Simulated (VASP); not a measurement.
Input of a VASP 6.6.1 run:

File INCAR:

```
SYSTEM = Ir
ALGO = Fast
EDIFF = 1E-6
ENCUT = 520
ISIF = 2
ISMEAR = 0
LASPH = .TRUE.
LCHARG = .TRUE.
LELF = .TRUE.
LREAL = .FALSE.
LVHAR = .TRUE.
LWAVE = .FALSE.
NBANDS = 16
NELM = 80
PREC = Accurate
SIGMA = 0.15
```

The input KPOINTS:

```
k-points
0
G
  16 16 12
  0 0 0
```

The input POSCAR:

```
Ir
1.0
    0.0000000000     -1.9054060557     -1.9054060557
    0.0000000000      1.9054060557     -1.9054060557
    3.8108121114      0.0000000000      0.0000000000
Ir
2
Direct
    0.5050382962      0.4949617038      0.5000000000
   -0.0050382962      0.0050382962      0.0000000000
```

Potentials or basis: VASP PAW LDA potentials, release 64 (Ir).

Launch:

```sh
$ cat potpaw_LDA.64/Ir/POTCAR > POTCAR
$ mpirun -np 1 vasp_std > vasp.out
```

Task: Predict the pressure.

Result: 3.0 GPa.

Task: What does it give for the largest force?

Result: 0.321 eV/Å.

Forces on the atoms (eV/Å):
```
Ir   0.000  0.321  0.000
Ir   0.000 -0.321  0.000
```

Caveat: the cell differs from its parent crystal (atoms displaced along a vibrational mode); the cell stands under pressure.
